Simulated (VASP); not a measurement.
# Pt in VASP: a series of runs

The runs below take Pt through single point, with PBE+D3(BJ).

All numbers are computed with VASP 6.6.1; they aren't measurements. Logs are shortened: lines on timing, memory, paths and dates and some standing lists are left out, and cuts for length are marked.

## Step 1: The cell of the first run

Symmetry: C2/m, No. 12, monoclinic system. The conventional cell has a = 4.736 Å, b = 2.734 Å, c = 2.791 Å, α = 90.00°, β = 124.07°, γ = 90.00°. Pt (site symmetry 2/m) has 12 Pt at 2.73 to 2.80 Å within 3.6 Å.

## Step 2: Single point, PBE+D3(BJ)

Contents of INCAR:

```
SYSTEM = Pt
ALGO     = Fast           ! electronic algorithm
EDIFF    = 1E-6           ! SCF threshold, eV
ENCUT    = 520            ! plane-wave cutoff, eV
GGA      = PE             ! functional
ISIF     = 2              ! what is computed and relaxed
ISMEAR   = 0              ! smearing method
IVDW     = 12             ! dispersion correction
LASPH    = .True.         ! aspherical terms in the spheres
LCHARG   = .False.        ! write CHGCAR
LREAL    = .False.        ! projectors in reciprocal space
LWAVE    = .False.        ! write WAVECAR
NBANDS   = 28             ! bands
NELM     = 80             ! most SCF steps
PREC     = Accurate       ! precision mode
SIGMA    = 0.1            ! smearing width, eV
```

Contents of KPOINTS:

```
k-points
0
Gamma
  9 9 15
  0 0 0
```

Contents of POSCAR:

```
Pt
1.0
    5.4684146078      0.0000124884      0.0153808446
   -2.7341964886      4.7357922130     -0.0153808447
   -1.3606000075      0.7855427806      2.3073092006
Pt
4
Direct
    0.0000000000      0.5000000000      0.0000000000
    0.5000000000      0.5000000000      0.0000000000
    0.0000000000      0.0000000000      0.0000000000
    0.5000000000      0.0000000000      0.0000000000
```

Potentials or basis: VASP PAW PBE potentials, release 64 (Pt).

Run with:

```sh
> cat potpaw_PBE.64/Pt/POTCAR > POTCAR
> mpirun -np 1 vasp_std > vasp.out
```

OUTCAR:

```text
SYSTEM = Pt
   EDIFF = 1E-6
   ENCUT = 520
   GGA = PE
   ISIF = 2
   ISMEAR = 0
   IVDW = 12
   LASPH = .True.
   LREAL = .False.
   NELM = 80
   PREC = Accurate
 IVDW          = 12

 ion  position               nearest neighbor table
   1  0.000  0.500  0.000-   4 2.73   4 2.73   2 2.73   2 2.73   3 2.73   3 2.73   2 2.80   2 2.80
                             3 2.80   3 2.80
   2  0.500  0.500  0.000-   3 2.73   3 2.73   1 2.73   1 2.73   4 2.73   4 2.73   1 2.80   1 2.80
                             4 2.80   4 2.80
   3  0.000  0.000  0.000-   2 2.73   2 2.73   4 2.73   4 2.73   1 2.73   1 2.73   4 2.80   4 2.80
                             1 2.80   1 2.80
   4  0.500  0.000  0.000-   1 2.73   1 2.73   3 2.73   3 2.73   2 2.73   2 2.73   3 2.80   3 2.80
                             2 2.80   2 2.80

  LATTYP: Found a base centered monoclinic cell.
 ALAT       =     7.8511599637
 B/A-ratio  =     0.6965131603
 C/A-ratio  =     0.3555414541
 COS(beta)  =    -0.0353314321

  Lattice vectors:

 A1 = (  -1.3735964811,   3.9502494324,  -2.3226900453)
 A2 = (  -4.1078146003,  -0.7855552690,  -2.3226900452)
 A3 = (  -1.3606000075,   0.7855427806,   2.3073092006)

Analysis of symmetry for initial positions (statically):
=====================================================================
 Subroutine PRICEL returns following result:

  LATTYP: Found a base centered monoclinic cell.
 ALAT       =     4.7358047014
 B/A-ratio  =     0.5773502692
 C/A-ratio  =     0.5894273531
 COS(beta)  =    -0.5601405959

  Lattice vectors:

 A1 = (   1.3670982443,  -2.3678961065,   0.0076904223)
 A2 = (   2.7342073039,   0.0000062442,   0.0076904223)
 A3 = (  -1.3606000075,   0.7855427806,   2.3073092006)

   4 primitive cells build up your supercell.

 Routine SETGRP: Setting up the symmetry group for a
 base centered monoclinic supercell.

 Subroutine GETGRP returns: Found  4 space group operations
 (whereof  4 operations were pure point group operations)
 out of a pool of  4 trial point group operations.

The static configuration has the point symmetry C_2h.

Analysis of symmetry for dynamics (positions and initial velocities):
=====================================================================
 Subroutine PRICEL returns following result:

  LATTYP: Found a base centered monoclinic cell.
 ALAT       =     4.7358047014
 B/A-ratio  =     0.5773502692
 C/A-ratio  =     0.5894273531
 COS(beta)  =    -0.5601405959

  Lattice vectors:

 A1 = (   1.3670982443,  -2.3678961065,   0.0076904223)
 A2 = (   2.7342073039,   0.0000062442,   0.0076904223)
 A3 = (  -1.3606000075,   0.7855427806,   2.3073092006)

   4 primitive cells build up your supercell.

 Routine SETGRP: Setting up the symmetry group for a
 base centered monoclinic supercell.

 Subroutine GETGRP returns: Found  4 space group operations
 (whereof  4 operations were pure point group operations)
 out of a pool of  4 trial point group operations.

The dynamic configuration has the point symmetry C_2h.

 Subroutine INISYM returns: Found  4 space group operations
 (whereof  4 operations are pure point group operations),
 and found     4 'primitive' translations

----------------------------------------------------------------------------------------

                                     Primitive cell

  volume of cell :      14.9713

  direct lattice vectors                    reciprocal lattice vectors
     1.367098244 -2.367896106  0.007690422    -0.000402553 -0.422082298  0.143464079
     2.734207304  0.000006244  0.007690422     0.365332716  0.211389770  0.143464079
    -1.360600008  0.785542781  2.307309201    -0.001216338  0.000702253  0.432448933

  length of vectors
     2.734218119  2.734218119  2.791412830     0.445797679  0.445797679  0.432451214

  position of ions in fractional coordinates (direct lattice)
     0.000000000  0.000000000  1.000000000

  ion indices of the primitive-cell ions
   primitive index   ion index
                 1           1

----------------------------------------------------------------------------------------

 KPOINTS: k-points

Automatic generation of k-mesh.
 Grid dimensions read from file:
 generate k-points for:    9    9   15

 Generating k-lattice:

  Cartesian coordinates                     Fractional coordinates (reciprocal lattice)
     0.020296262  0.011743876  0.007970227     0.111111111  0.000000000  0.000000000
     0.000022364  0.023449017 -0.007970227     0.000000000  0.111111111  0.000000000
    -0.000081089  0.000046817  0.028829929     0.000000000  0.000000000  0.066666667

  Length of vectors
     0.024766538  0.024766538  0.028830081

  Shift w.r.t. Gamma in fractional coordinates (k-lattice)
     0.000000000  0.000000000  0.000000000

 Subroutine IBZKPT returns following result:
 ===========================================

 Found    340 irreducible k-points:

 Following reciprocal coordinates:
            Coordinates               Weight
  0.000000  0.000000  0.000000      1.000000
  0.111111 -0.000000  0.000000      4.000000
  0.222222 -0.000000 -0.000000      4.000000
  0.333333 -0.000000  0.000000      4.000000
  0.444444 -0.000000 -0.000000      4.000000
  0.111111  0.111111  0.000000      2.000000
[... 16 lines left out ...]
 -0.333333  0.333333 -0.000000      2.000000
  0.444444  0.444444 -0.000000      2.000000
 [... further k-points ...]
   k-points           NKPTS =    340   k-points in BZ     NKDIM =    340   number of bands    NBANDS=     28
   number of dos      NEDOS =    301   number of ions     NIONS =      4
   total plane-waves  NPLWV =  42336
   dimension x,y,z NGX =    42 NGY =   42 NGZ =   24
   dimension x,y,z NGXF=    84 NGYF=   84 NGZF=   48
   ions per type =               4
   NGX,Y,Z   is equivalent  to a cutoff of  12.77, 12.77, 14.29 a.u.
   NGXF,Y,Z  is equivalent  to a cutoff of  25.54, 25.54, 28.59 a.u.
 SYSTEM =  Pt
   PREC   = accura    normal or accurate (medium, high low for compatibility)
   ISTART =      0    job   : 0-new  1-cont  2-samecut
   ICHARG =      2    charge: 1-file 2-atom 10-const
   ISPIN  =      1    spin polarized calculation?
   LNONCOLLINEAR =      F non collinear calculations
   LSORBIT =      F    spin-orbit coupling
   LASPH  =      T    aspherical Exc in radial PAW
   ENCUT  =  520.0 eV  38.22 Ry    6.18 a.u.  10.17 10.17  5.19*2*pi/ulx,y,z
   NELM   =     80;   NELMIN=  2; NELMDL= -5     # of ELM steps
   EDIFF  = 0.1E-05   stopping-criterion for ELM
   LREAL  =      F    real-space projection
   EDIFFG = 0.1E-04   stopping-criterion for IOM
   NSW    =      0    number of steps for IOM
   IBRION =     -1    ionic relax: 0-MD 1-quasi-New 2-CG
   NFREE  =      0    steps in history (QN), initial steepest desc. (CG)
   ISIF   =      2    stress and relaxation
   ISYM   =      2    0-nonsym 1-usesym 2-fastsym
   POTIM  = 0.5000    time-step for ionic-motion
   TEBEG  =    0.0;   TEEND  =   0.0 temperature during run
   PSTRESS=    0.0 pullay stress
   NELECT =      40.0000    total number of electrons
   NUPDOWN=      -1.0000    fix difference up-down
   EMIN   =  10.00;   EMAX   =-10.00  energy-range for DOS
   EFERMI =   0.00;   METHOD = LEGACY
   ISMEAR =     0;   SIGMA  =   0.10  broadening in eV -4-tet -1-fermi 0-gaus
   EFERMI_NEDOS =   21; number of points for ismear=-14 and -15
   IALGO  =     68    algorithm
   IMIX   =      4    mixing-type and parameters
     AMIX     =   0.40;   BMIX     =  1.00
     AMIX_MAG =   1.60;   BMIX_MAG =  1.00
  volume/ion in A,a.u.               =      14.97       101.03
  Fermi-wavevector in a.u.,A,eV,Ry     =   1.431050  2.704293 27.863437  2.047905
  Thomas-Fermi vector in A             =   2.550829
   LORBIT       =      0    0 simple, 1 ext, 2 COOP (PROOUT), +10 PAW based schemes
   GGA     = PE    functional components
   LHFCALC =     F    Hartree Fock is set to
   AEXX    =    0.0000 exact exchange contribution
   IVDW    =    12    specifies the selected vdW correction
   LEPSILON=     F    determine dielectric tensor
   LRPA    =     F    only Hartree local field effects (RPA)
 non-spin polarized calculation
 RMM-DIIS sequential band-by-band and
 Gauss-broadening in eV      SIGMA  =   0.10
  energy-cutoff  :      520.00
  volume of cell :       59.89
 maximum number of plane-waves:      1629
 NGX is ok and might be reduce to    42
   NGX = 21   NGY = 21   NGZ = 11

 number of electron      39.9999996 magnetization

 Free energy of the ion-electron system (eV)
  ---------------------------------------------------
  ext. energy  EPLUGINS =         0.00000000
  ---------------------------------------------------
  free energy    TOTEN  =       -24.28684223 eV

  energy without entropy =      -24.25132079  energy(sigma->0) =      -24.26908151

 E-fermi :  11.4056     XC(G=0): -13.5331

 val. band max:       11.4052225939   @ k =   0.2222  -0.0000  -0.0000
 cond. band min:      11.4056900715   @ k =   0.2222   0.1111   0.2667
 fundamental gap:      0.0004674776
 Fermi energy:        11.4055584708

 k-point     1 :       0.0000    0.0000    0.0000
  band No.  band energies     occupation
      1       1.1062      2.00000
      2       4.0265      2.00000
      3       4.0265      2.00000
      4       4.2336      2.00000
      5       4.7081      2.00000
      6       7.2355      2.00000
[... 20 lines left out ...]
     27      20.3106      0.00000
     28      22.5127      0.00000

 k-point     2 :       0.1111   -0.0000    0.0000
  band No.  band energies     occupation
      1       1.2342      2.00000
      2       4.0299      2.00000
      3       4.1293      2.00000
      4       4.3198      2.00000
      5       4.7765      2.00000
      6       7.2578      2.00000
[... 20 lines left out ...]
     27      20.4113      0.00000
     28      22.8141      0.00000

 k-point     3 :       0.2222   -0.0000   -0.0000
  band No.  band energies     occupation
      1       1.6068      2.00000
      2       4.0120      2.00000
      3       4.4189      2.00000
      4       4.5552      2.00000
      5       4.9909      2.00000
      6       7.1762      2.00000
[... 20 lines left out ...]
     27      20.4901      0.00000
     28      23.2605      0.00000

 k-point     4 :       0.3333   -0.0000    0.0000
  band No.  band energies     occupation
      1       2.1831      2.00000
      2       3.8792      2.00000
      3       4.8173      2.00000
      4       4.8586      2.00000
      5       5.3809      2.00000
      6       6.9126      2.00000
[... 20 lines left out ...]
     27      21.9721      0.00000
     28      23.8907      0.00000

 k-point     5 :       0.4444   -0.0000   -0.0000
  band No.  band energies     occupation
      1       2.8715      2.00000
      2       3.4990      2.00000
      3       5.1051      2.00000
      4       5.1216      2.00000
      5       5.9411      2.00000
      6       6.5245      2.00000
[... 20 lines left out ...]
     27      23.9770      0.00000
     28      24.9631      0.00000

 k-point     6 :       0.1111    0.1111    0.0000
  band No.  band energies     occupation
      1       1.4481      2.00000
      2       4.1324      2.00000
      3       4.1324      2.00000
      4       4.4895      2.00000
      5       4.9268      2.00000
      6       7.3124      2.00000
[... 463 lines left out ...]
      5       5.8683      2.00000
      6       6.3065      2.00000
[... 20 lines left out ...]
     27      24.2476      0.00000
     28      25.5438      0.00000

 k-point    22 :      -0.4444    0.3333    0.0000
  band No.  band energies     occupation
      1       3.0362      2.00000
      2       4.5043      2.00000
      3       4.8402      2.00000
      4       5.4841      2.00000
      5       5.5326      2.00000
      6       6.4532      2.00000
[... 20 lines left out ...]
     27      24.6274      0.00000
     28      26.3084      0.00000

 k-point    23 :      -0.3333    0.3333   -0.0000
  band No.  band energies     occupation
      1       2.5187      2.00000
      2       4.5164      2.00000
      3       4.9307      2.00000
      4       4.9307      2.00000
      5       5.2997      2.00000
      6       6.6690      2.00000
[... 20 lines left out ...]
     27      25.5228      0.00000
     28      26.3235      0.00000

 k-point    24 :       0.4444    0.4444   -0.0000
  band No.  band energies     occupation
      1       3.9283      2.00000
      2       3.9283      2.00000
      3       5.1227      2.00000
      4       5.8862      2.00000
      5       5.9753      2.00000
      6       5.9753      2.00000
[... 20 lines left out ...]
     27      23.3270      0.00000
     28      25.9547      0.00000

 [... further k-points ...]

------------------------ aborting loop because EDIFF is reached ----------------------------------------

 Edisp (eV)   -3.14102

 E8    (eV) :    -1.4407

  FORCE on cell =-STRESS in cart. coord.  units (eV):
  Direction    XX          YY          ZZ          XY          YZ          ZX
  --------------------------------------------------------------------------------------
  -------------------------------------------------------------------------------------
  Total       1.98191     1.98394    -0.22097     0.00176    -0.00188     0.00326
  in kB      53.02436    53.07869    -5.91186     0.04705    -0.05040     0.08729
  external pressure =       33.40 kB  Pullay stress =        0.00 kB

 VOLUME and BASIS-vectors are now :
 -----------------------------------------------------------------------------
  energy-cutoff  :      520.00
  volume of cell :       59.89
      direct lattice vectors                 reciprocal lattice vectors
     5.468414608  0.000012488  0.015380845     0.182666358  0.105694885  0.071732039
    -2.734196489  4.735792213 -0.015380845     0.000201277  0.211041149 -0.071732039
    -1.360600007  0.785542781  2.307309201    -0.001216338  0.000702253  0.432448933

 POSITION                                       TOTAL-FORCE (eV/Angst)
 -----------------------------------------------------------------------------------
     -1.36710      2.36790     -0.00769        -0.000000      0.000000      0.000000
      1.36711      2.36790     -0.00000         0.000000     -0.000000     -0.000000
      0.00000      0.00000      0.00000        -0.000000      0.000000      0.000000
      2.73421      0.00001      0.00769         0.000000     -0.000000     -0.000000
 -----------------------------------------------------------------------------------
    total drift:                                0.000000     -0.000000     -0.000000

  FREE ENERGIE OF THE ION-ELECTRON SYSTEM (eV)
  ---------------------------------------------------
  free  energy   TOTEN  =       -27.4278595917 eV

  energy  without entropy=      -27.3923381523  energy(sigma->0) =      -27.41009887
```

It took 4.1 min on 1 thread of Intel Xeon 6975P-C (Granite Rapids), shared host; peak memory 0.52 GiB.

What came out:

| Item | Value |
| --- | --- |
| Free energy | -27.4279 eV |
| Pressure | 3.3 GPa |
| Band gap on the k mesh | zero (bands 20 and 21 overlap by 1.57 eV) |
| Dispersion energy per atom | -0.785 eV |

Caveat: the stress differs along the axes, from -1 to 5 GPa; spin-orbit coupling is left out, which moves the levels of the heavy elements.

## Step 3: Single point, PBE+D3(BJ)

Contents of INCAR:

```
SYSTEM = Pt
PREC = Accurate ; ENCUT = 520
EDIFF = 1E-7 ; ISMEAR = 0
SIGMA = 0.1 ; LREAL = .FALSE.
LASPH = .TRUE. ; NELM = 60
ALGO = Fast ; ISIF = 2
LWAVE = .FALSE. ; LCHARG = .FALSE.
GGA = PE ; IVDW = 12
NBANDS = 28
```

Contents of KPOINTS:

```
regular mesh
0
G
  9 9 15
  0 0 0
```

Contents of POSCAR:

```
Pt
1.0
    5.4684362384      0.0000000000      0.0000000000
   -2.7342181192      4.7358047015      0.0000000000
   -1.3671090596      0.7893007836      2.3116355892
Pt
4
Direct
    0.0000000000      0.5000000000      0.0000000000
    0.5000000000      0.5000000000      0.0000000000
    0.0000000000      0.0000000000      0.0000000000
    0.5000000000      0.0000000000      0.0000000000
```

Potentials or basis: VASP PAW PBE potentials, release 64 (Pt).

Run with:

```sh
> cat potpaw_PBE.64/Pt/POTCAR > POTCAR
> mpirun -np 1 vasp_std > vasp.out
```

OUTCAR:

```text
SYSTEM = Pt
   PREC = Accurate
   ENCUT = 520
   EDIFF = 1E-7
   ISMEAR = 0
   LREAL = .FALSE.
   LASPH = .TRUE.
   NELM = 60
   ISIF = 2
   GGA = PE
   IVDW = 12
 IVDW          = 12

 ion  position               nearest neighbor table
   1  0.000  0.500  0.000-   2 2.73   2 2.73   4 2.73   3 2.73   3 2.73   4 2.73   3 2.80   3 2.80
                             2 2.80   2 2.80
   2  0.500  0.500  0.000-   1 2.73   1 2.73   4 2.73   4 2.73   3 2.73   3 2.73   4 2.80   4 2.80
                             1 2.80   1 2.80
   3  0.000  0.000  0.000-   4 2.73   4 2.73   1 2.73   1 2.73   2 2.73   2 2.73   1 2.80   1 2.80
                             4 2.80   4 2.80
   4  0.500  0.000  0.000-   3 2.73   3 2.73   1 2.73   2 2.73   2 2.73   1 2.73   2 2.80   2 2.80
[... 972 lines left out ...]
  -------------------------------------------------------------------------------------
  Total       1.99291     2.00468    -0.18992     0.01019    -0.04357     0.07547
  in kB      53.33613    53.65113    -5.08295     0.27280    -1.16618     2.01989
  external pressure =       33.97 kB  Pullay stress =        0.00 kB

 VOLUME and BASIS-vectors are now :
 -----------------------------------------------------------------------------
  energy-cutoff  :      520.00
  volume of cell :       59.87
      direct lattice vectors                 reciprocal lattice vectors
     5.468436238  0.000000000  0.000000000     0.182867635  0.105578678  0.072099023
    -2.734218119  4.735804702  0.000000000     0.000000000  0.211157356 -0.072099023
    -1.367109060  0.789300784  2.311635589     0.000000000  0.000000000  0.432594136

 POSITION                                       TOTAL-FORCE (eV/Angst)
 -----------------------------------------------------------------------------------
     -1.36711      2.36790      0.00000        -0.000000     -0.000000     -0.000000
      1.36711      2.36790      0.00000         0.000000      0.000000      0.000000
      0.00000      0.00000      0.00000         0.000000      0.000000     -0.000000
      2.73422      0.00000      0.00000         0.000000      0.000000      0.000000
 -----------------------------------------------------------------------------------
    total drift:                                0.000000     -0.000000     -0.000000

  FREE ENERGIE OF THE ION-ELECTRON SYSTEM (eV)
  ---------------------------------------------------
  free  energy   TOTEN  =       -27.4276468524 eV

  energy  without entropy=      -27.3917134317  energy(sigma->0) =      -27.40968014
```

Run time: 4.5 min. Hardware: 1 thread of Intel Xeon 6975P-C (Granite Rapids), shared host; peak memory 0.53 GiB.

Results:

```yaml
Free_energy: -27.4276 eV
Pressure: 3.4 GPa
Band_gap_on_the_k_mesh: zero (bands 20 and 21 overlap by 1.57 eV)
Dispersion_energy_per_atom: -0.786 eV
```

Levels at points of the mesh, in eV from the Fermi level:
| k point | band 18 | band 19 | band 20 | band 21 | band 22 | band 23 |
| --- | --- | --- | --- | --- | --- | --- |
| (0.00, 0.00, 0.00) | -0.08 | -0.02 | 0.20 | 0.20 | 0.51 | 0.52 |

Caveat: the stress differs along the axes, from -1 to 5 GPa; spin-orbit coupling is left out, which moves the levels of the heavy elements.
